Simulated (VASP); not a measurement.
# BN (I4/mmm) in VASP: single point with HSE06

Aim: the single point of BN with HSE06.

Everything below comes from runs of VASP 6.6.1. Logs are shortened: lines on timing, memory, paths and dates and some standing lists are left out, and cuts for length are marked.

## 1. The cell of the first run

It takes space group I4/mmm (No. 139, tetragonal). The conventional cell has a = 2.557 Å, b = 2.557 Å, c = 3.492 Å, α = 90.00°, β = 90.00°, γ = 90.00°. Within 2.3 Å of B (site symmetry 4/mmm) lie 6 N at 1.75 to 1.81 Å. N (site symmetry 4/mmm) has 6 B at 1.75 to 1.81 Å within 2.3 Å.

## 2. Single point, HSE06 (biaxial xy strain +3.6%)

The input, POSCAR:

```
BN
1.0
    0.0000000000      1.8083265034      1.7458259350
    1.8083265034      0.0000000000      1.7458259350
    1.8083265034      1.8083265034      0.0000000000
B N
1 1
Direct
    0.0000000000      0.0000000000      0.0000000000
    0.5000000000      0.5000000000      0.5000000000
```

The input, INCAR.step1:

```
ALGO     = Normal         # electronic algorithm
EDIFF    = 1E-5           # SCF threshold, eV
ENCUT    = 520            # plane-wave cutoff, eV
GGA      = PE             # functional
ISIF     = 2              # what is computed and relaxed
ISMEAR   = 0              # smearing method
LASPH    = T              # aspherical terms in the spheres
LCHARG   = F              # write CHGCAR
LREAL    = F              # projectors in reciprocal space
LWAVE    = T              # write WAVECAR
NBANDS   = 11             # bands
NELM     = 100            # most SCF steps
PREC     = Accurate       # precision mode
SIGMA    = 0.01           # smearing width, eV
```

The input, INCAR.step2:

```
ALGO     = Normal         # electronic algorithm
EDIFF    = 1E-6           # SCF threshold, eV
ENCUT    = 520            # plane-wave cutoff, eV
GGA      = PE             # functional
HFSCREEN = 0.2079         # screening, 1/A
ISIF     = 2              # what is computed and relaxed
ISMEAR   = 0              # smearing method
ISTART   = 1            
LASPH    = T              # aspherical terms in the spheres
LCHARG   = F              # write CHGCAR
LHFCALC  = T              # exact exchange
LREAL    = F              # projectors in reciprocal space
LWAVE    = F              # write WAVECAR
NBANDS   = 11             # bands
NELM     = 100            # most SCF steps
PREC     = Accurate       # precision mode
PRECFOCK = Normal       
SIGMA    = 0.01           # smearing width, eV
```

The input, KPOINTS:

```
k-points
0
Gamma
  8 8 8
```

Potentials or basis: VASP PAW PBE potentials, release 64 (B, N).

Started as:

```sh
$ cat potpaw_PBE.64/B/POTCAR potpaw_PBE.64/N/POTCAR > POTCAR
$ cp INCAR.step1 INCAR
$ mpirun -np 1 vasp_std > vasp.out
$ cp INCAR.step2 INCAR
$ mpirun -np 1 vasp_std > vasp.out
```

OUTCAR:

```text
EDIFF = 1E-6
   ENCUT = 520
   GGA = PE
   HFSCREEN = 0.2079
   ISIF = 2
   ISMEAR = 0
   ISTART = 1
   LASPH = T
   LHFCALC = T
   LREAL = F
   NELM = 100
   PREC = Accurate
   PRECFOCK = Normal

 ion  position               nearest neighbor table
   1  0.000  0.000  0.000-   2 1.75   2 1.75   2 1.81   2 1.81   2 1.81   2 1.81
   2  0.500  0.500  0.500-   1 1.75   1 1.75   1 1.81   1 1.81   1 1.81   1 1.81

  LATTYP: Found a body centered tetragonal cell.
 ALAT       =     2.5573598663
 C/A-ratio  =     1.3653345843

  Lattice vectors:

 A1 = (   0.0000000000,  -1.8083265034,  -1.7458259350)
 A2 = (   0.0000000000,   1.8083265034,  -1.7458259350)
 A3 = (   1.8083265034,   0.0000000000,   1.7458259350)

Analysis of symmetry for initial positions (statically):
=====================================================================
 Subroutine PRICEL returns:
 Original cell was already a primitive cell.

 Routine SETGRP: Setting up the symmetry group for a
 body centered tetragonal supercell.

 Subroutine GETGRP returns: Found 16 space group operations
 (whereof 16 operations were pure point group operations)
 out of a pool of 16 trial point group operations.

The static configuration has the point symmetry D_4h.

Analysis of symmetry for dynamics (positions and initial velocities):
=====================================================================
 Subroutine PRICEL returns:
 Original cell was already a primitive cell.

 Routine SETGRP: Setting up the symmetry group for a
 body centered tetragonal supercell.

 Subroutine GETGRP returns: Found 16 space group operations
 (whereof 16 operations were pure point group operations)
 out of a pool of 16 trial point group operations.

The dynamic configuration has the point symmetry D_4h.

 Subroutine INISYM returns: Found 16 space group operations
 (whereof 16 operations are pure point group operations),
 and found     1 'primitive' translations

----------------------------------------------------------------------------------------

                                     Primitive cell

  volume of cell :      11.4179

  direct lattice vectors                    reciprocal lattice vectors
     0.000000000  1.808326503  1.745825935    -0.276498740  0.276498740  0.286397395
     1.808326503  0.000000000  1.745825935     0.276498740 -0.276498740  0.286397395
     1.808326503  1.808326503  0.000000000     0.276498740  0.276498740 -0.286397395

  length of vectors
     2.513553846  2.513553846  2.557359866     0.484692247  0.484692247  0.484692247

  position of ions in fractional coordinates (direct lattice)
     0.000000000  0.000000000  0.000000000
     0.500000000  0.500000000  0.500000000

  ion indices of the primitive-cell ions
   primitive index   ion index
                 1           1
                 2           2

----------------------------------------------------------------------------------------

 KPOINTS: k-points

Automatic generation of k-mesh.
 Grid dimensions read from file:
 generate k-points for:    8    8    8

 Generating k-lattice:

  Cartesian coordinates                     Fractional coordinates (reciprocal lattice)
    -0.034562343  0.034562343  0.035799674     0.125000000 -0.000000000  0.000000000
     0.034562343 -0.034562343  0.035799674    -0.000000000  0.125000000  0.000000000
     0.034562343  0.034562343 -0.035799674     0.000000000  0.000000000  0.125000000

  Length of vectors
     0.060586531  0.060586531  0.060586531

  Shift w.r.t. Gamma in fractional coordinates (k-lattice)
     0.000000000  0.000000000  0.000000000

 Subroutine IBZKPT returns following result:
 ===========================================

 Found     59 irreducible k-points:

 Following reciprocal coordinates:
            Coordinates               Weight
  0.000000  0.000000  0.000000      1.000000
  0.125000  0.000000  0.000000      8.000000
  0.250000  0.000000  0.000000      8.000000
  0.375000  0.000000  0.000000      8.000000
  0.500000  0.000000  0.000000      4.000000
  0.125000  0.125000  0.000000      2.000000
[... 16 lines left out ...]
  0.250000  0.000000  0.125000     16.000000
  0.375000 -0.000000  0.125000     16.000000
 [... further k-points ...]
   k-points           NKPTS =     59   k-points in BZ     NKDIM =    512   number of bands    NBANDS=     11
   number of dos      NEDOS =    301   number of ions     NIONS =      2
   total plane-waves  NPLWV =   8000
   dimension x,y,z NGX =    20 NGY =   20 NGZ =   20
   dimension x,y,z NGXF=    40 NGYF=   40 NGZF=   40
   ions per type =               1   1
   NGX,Y,Z   is equivalent  to a cutoff of  13.23, 13.23, 13.00 a.u.
   NGXF,Y,Z  is equivalent  to a cutoff of  26.46, 26.46, 26.00 a.u.
 SYSTEM =  unknown system
   PREC   = accura    normal or accurate (medium, high low for compatibility)
   ISTART =      1    job   : 0-new  1-cont  2-samecut
   ICHARG =      0    charge: 1-file 2-atom 10-const
   ISPIN  =      1    spin polarized calculation?
   LNONCOLLINEAR =      F non collinear calculations
   LSORBIT =      F    spin-orbit coupling
   LASPH  =      T    aspherical Exc in radial PAW
   ENCUT  =  520.0 eV  38.22 Ry    6.18 a.u.   4.67  4.67  4.75*2*pi/ulx,y,z
   NELM   =    100;   NELMIN=  2; NELMDL=  0     # of ELM steps
   EDIFF  = 0.1E-05   stopping-criterion for ELM
   LREAL  =      F    real-space projection
   EDIFFG = 0.1E-04   stopping-criterion for IOM
   NSW    =      0    number of steps for IOM
   IBRION =     -1    ionic relax: 0-MD 1-quasi-New 2-CG
   NFREE  =      0    steps in history (QN), initial steepest desc. (CG)
   ISIF   =      2    stress and relaxation
   ISYM   =      3    0-nonsym 1-usesym 2-fastsym
   POTIM  = 0.5000    time-step for ionic-motion
   TEBEG  =    0.0;   TEEND  =   0.0 temperature during run
   PSTRESS=    0.0 pullay stress
   NELECT =       8.0000    total number of electrons
   NUPDOWN=      -1.0000    fix difference up-down
   EMIN   =  10.00;   EMAX   =-10.00  energy-range for DOS
   EFERMI =   0.00;   METHOD = LEGACY
   ISMEAR =     0;   SIGMA  =   0.01  broadening in eV -4-tet -1-fermi 0-gaus
   EFERMI_NEDOS =   21; number of points for ismear=-14 and -15
   IALGO  =     38    algorithm
   IMIX   =      1    mixing-type and parameters
     AMIX     =   0.40;   BMIX     =  1.00
     AMIX_MAG =   1.60;   BMIX_MAG =  1.00
  volume/ion in A,a.u.               =       5.71        38.53
  Fermi-wavevector in a.u.,A,eV,Ry     =   1.454041  2.747739 28.765912  2.114235
  Thomas-Fermi vector in A             =   2.571238
   LORBIT       =      0    0 simple, 1 ext, 2 COOP (PROOUT), +10 PAW based schemes
   GGA     = PE    functional components
   LHFCALC =     T    Hartree Fock is set to
   PRECFOCK=normal    Normal, Fast or Accurate (Low or Medium for compatibility)
   ENCUT4O =  -1.0   cutoff for four orbital integrals eV
   NKREDX  =     1    reduce k-point grid by
   NKREDY  =     1    reduce k-point grid by
   NKREDZ  =     1    reduce k-point grid by
   AEXX    =    0.2500 exact exchange contribution
   HFSCREEN=    0.2079 screening length (either q_TF or 0.3 A-1)
   HFSCREENC=   0.2079 screening length for correlation (either q_TF or 0.3 A-1)
   ENCUTFOCK=  -1.0 apply spherical cutoff to Coloumb kernel
   IVDW    =     0    specifies the selected vdW correction
   LEPSILON=     F    determine dielectric tensor
   LRPA    =     F    only Hartree local field effects (RPA)
 non-spin polarized calculation
 Gauss-broadening in eV      SIGMA  =   0.01
  energy-cutoff  :      520.00
  volume of cell :       11.42
 maximum number of plane-waves:       323
  NGX = 16; NGY = 16; NGZ = 16

 number of electron       7.9999998 magnetization

 Free energy of the ion-electron system (eV)
  ---------------------------------------------------
  ext. energy  EPLUGINS =         0.00000000
  ---------------------------------------------------
  free energy    TOTEN  =       -16.48066891 eV

  energy without entropy =      -16.48066891  energy(sigma->0) =      -16.48066891

 E-fermi :   9.0116     XC(G=0): -10.9301

 val. band max:        8.8059036555   @ k =  -0.1250   0.1250   0.0000
 cond. band min:       9.9713550698   @ k =   0.5000   0.5000   0.0000
 fundamental gap:      1.1654514143
 Fermi energy:         9.0116053837

 k-point     1 :       0.0000    0.0000    0.0000
  band No.  band energies     occupation
      1     -14.8399      2.00000
      2       7.2724      2.00000
      3       8.1496      2.00000
      4       8.1496      2.00000
      5      18.2020      0.00000
      6      21.5654      0.00000
      7      21.5654      0.00000
      8      23.4876      0.00000
      9      28.2976      0.00000
     10      28.2976      0.00000
     11      28.8375      0.00000

 k-point     2 :       0.1250    0.0000    0.0000
  band No.  band energies     occupation
      1     -14.3898      2.00000
      2       5.8678      2.00000
      3       7.7038      2.00000
      4       8.0849      2.00000
      5      18.6910      0.00000
      6      20.2065      0.00000
      7      20.8213      0.00000
      8      22.4843      0.00000
      9      27.6187      0.00000
     10      29.4377      0.00000
     11      29.6831      0.00000

 k-point     3 :       0.2500    0.0000    0.0000
  band No.  band energies     occupation
      1     -13.0726      2.00000
      2       1.9719      2.00000
      3       7.8128      2.00000
      4       7.9983      2.00000
      5      17.7026      0.00000
      6      17.7960      0.00000
      7      18.9695      0.00000
      8      22.5347      0.00000
      9      28.2655      0.00000
     10      32.5345      0.00000
     11      32.5368      0.00000
[... 267 lines left out ...]
 k-point    23 :       0.2500    0.0000    0.1250
  band No.  band energies     occupation
      1     -13.2273      2.00000
      2       3.5855      2.00000
      3       6.3143      2.00000
      4       7.5268      2.00000
      5      15.7292      0.00000
      6      19.7314      0.00000
      7      21.2264      0.00000
      8      22.9860      0.00000
      9      25.2253      0.00000
     10      33.3341      0.00000
     11      34.2097      0.00000

 k-point    24 :       0.3750   -0.0000    0.1250
  band No.  band energies     occupation
      1     -11.4292      2.00000
      2      -0.4502      2.00000
      3       6.3286      2.00000
      4       6.9597      2.00000
      5      14.5657      0.00000
      6      18.5225      0.00000
      7      19.6662      0.00000
      8      23.6283      0.00000
      9      27.4789      0.00000
     10      36.1249      0.00000
     11      38.4406      0.00000

 [... further k-points ...]

------------------------ aborting loop because EDIFF is reached ----------------------------------------

  FORCE on cell =-STRESS in cart. coord.  units (eV):
  Direction    XX          YY          ZZ          XY          YZ          ZX
  --------------------------------------------------------------------------------------
  -------------------------------------------------------------------------------------
  Total       -2.3409343     -2.3409343     -2.1203211      0.0000000      0.0000000      0.0000000
  in kB     -328.4847290   -328.4847290   -297.5278214      0.0000000      0.0000000      0.0000000
  external PRESSURE =    -318.1657598 kB  Pullay stress =       0.0000000 kB

 VOLUME and BASIS-vectors are now :
 -----------------------------------------------------------------------------
  energy-cutoff  :      520.00
  volume of cell :       11.42
      direct lattice vectors                 reciprocal lattice vectors
     0.000000000  1.808326503  1.745825935    -0.276498740  0.276498740  0.286397395
     1.808326503  0.000000000  1.745825935     0.276498740 -0.276498740  0.286397395
     1.808326503  1.808326503  0.000000000     0.276498740  0.276498740 -0.286397395

 POSITION                                       TOTAL-FORCE (eV/Angst)
 -----------------------------------------------------------------------------------
      0.00000      0.00000      0.00000         0.000000      0.000000     -0.000000
      1.80833      1.80833      1.74583         0.000000      0.000000      0.000000
 -----------------------------------------------------------------------------------
    total drift:                                0.000000      0.000000      0.000001

  FREE ENERGIE OF THE ION-ELECTRON SYSTEM (eV)
  ---------------------------------------------------
  free  energy   TOTEN  =       -16.4806689075 eV

  energy  without entropy=      -16.4806689075  energy(sigma->0) =      -16.48066891
```

It took 15 min on 1 thread of Intel Xeon Platinum 8488C (Sapphire Rapids), shared host; peak memory 0.23 GiB.

What came out:

```yaml
Free_energy: -16.4807 eV
Pressure: -31.8 GPa
Band_gap_on_the_k_mesh: 1.17 eV (least direct gap 6.59 eV)
```

Stress tensor (GPa, compression positive):
```
-32.85   0.00   0.00
  0.00 -32.85   0.00
  0.00   0.00 -29.75
```

Caveat: the cell differs from its parent crystal (biaxial xy strain +3.6%); the cell stands under tension; the PAW data sets were made with another functional, which shifts forces and pressure a little.
